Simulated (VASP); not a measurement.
# ZrSi2: single point with PBE

Crystal: ZrSi2.

```
Zr Si
1.0
    -2.66014    2.66014    2.30635
     2.66014   -2.66014    2.30635
     2.66014    2.66014   -2.30635
Zr Si
1 2
Direct
  0.00000 0.00000 0.00000
  0.50000 0.00000 0.50000
  0.00000 0.50000 0.50000
```

The cell was generated, and may not be a known phase.

```json
{"Program": "VASP 6.6.1", "Task": "single point", "Functional": "PBE", "Potentials or basis": "VASP PAW PBE potentials, release 64 (Zr_sv, Si)", "Cutoff": "520 eV", "k mesh": "14 × 14 × 14", "Occupations": "gaussian, width 0.1 eV", "Spin": "no spin polarisation"}
```

| Property | Result |
| --- | --- |
| Pressure | 0.0 GPa |
| Band gap on the k mesh | zero (bands 10 and 11 overlap by 1.66 eV) |

Stress tensor (GPa, compression positive):
```
 0.03  0.00  0.00
 0.00  0.03  0.00
 0.00  0.00 -0.10
```

Levels at points of the mesh, in eV from the Fermi level:
```
           k point  band 6  band 7  band 8  band 9  band 10  band 11  band 12  band 13  band 14  band 15
(0.00, 0.00, 0.00)   -3.66   -3.40   -1.09   -0.67    -0.67    -0.57    -0.57    -0.05     1.97     1.97
(0.50, 0.00, 0.00)   -8.28   -3.10   -2.73   -1.38    -0.94     0.40     1.36     1.66     2.53     4.03
(0.50, 0.50, 0.00)   -5.37   -4.67   -2.81   -2.66    -1.54     1.37     1.49     2.30     2.72     3.18
(0.50, 0.50, 0.50)   -4.72   -4.60   -3.55   -3.55     0.12     0.97     0.97     1.15     2.28     3.96
```

It took 12 min on 1 thread of Oxide Virtual Turin-like Processor (shared host), peak memory 0.37 GiB.
